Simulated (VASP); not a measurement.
Here is a VASP 6.6.1 calculation.

INCAR

```
SYSTEM = Ge
ALGO = Normal
DIPOL = 0.5 0.5 0.500
EDIFF = 1E-6
ENCUT = 520
GGA = CA
IDIPOL = 3
ISIF = 2
ISMEAR = 0
LASPH = .TRUE.
LCHARG = .FALSE.
LDIPOL = .TRUE.
LREAL = .FALSE.
LWAVE = .FALSE.
NBANDS = 21
NELM = 60
PREC = Accurate
SIGMA = 0.1
```

KPOINTS

```
k-points
0
G
  12 12 1
  0 0 0
```

File POSCAR:

```
Ge
1.0
    4.1490000000      0.0000000000      0.0000000000
   -2.0745000000      3.5931394003      0.0000000000
    0.0000000000      0.0000000000     28.0000000000
Ge
2
Direct
    0.3333333333      0.6666666667      0.5051071429
    0.6666666667      0.3333333333      0.4948928571
```

Potentials or basis: VASP PAW LDA potentials, release 64 (Ge_d).

Launch:

```console
$ cat potpaw_LDA.64/Ge_d/POTCAR > POTCAR
$ mpirun -np 1 vasp_std > vasp.out
```

What does it give for the band gap on the k mesh?

Zero (band 14 reaches -3.61 eV, above the bottom of band 15 at -5.07 eV).

Estimate the largest force.

0.432 eV/Å.

Forces in eV/Å, atoms in the order of the input:
```
Ge   0.000  0.000  0.432
Ge   0.000  0.000 -0.432
```
